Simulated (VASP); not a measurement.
Runs of VASP 6.6.1 on Ga. The structure is that of space group Pm-3m (No. 221), or close to it. The cells are those of the table. 

| cell | k mesh | gap on the mesh (eV) | pressure (GPa) |
| --- | --- | --- | --- |
| a = 2.831 Å, 1 atom | 13 × 13 × 13 | none | (a) |
| a = 2.831 Å, 1 atom | 18 × 18 × 18 | none | -0.1 |
| a = 2.904 Å, 1 atom | 13 × 13 × 13 | none | -1.9 |
| a = 2.868 Å, 1 atom | 13 × 13 × 13 | none | -1.0 |
| a = 2.713 Å, 1 atom | 13 × 13 × 13 | none | (b) |

Alike in all rows: task single point; level BLYP; potentials or basis VASP PAW PBE potentials, release 64 (Ga_d); no spin polarisation; cutoff (eV) 520; smearing fermi-dirac 0.1 eV.

Question: Estimate the missing entries.

Answer: (a) 0.0; (b) 5.1.

Caveats: the PAW data sets were made with another functional, which shifts forces and pressure a little.

A k mesh can miss the band edges, and the runs leave out spin-orbit coupling on Ga.

A gap of «none» marks levels without a gap at the run's occupations.
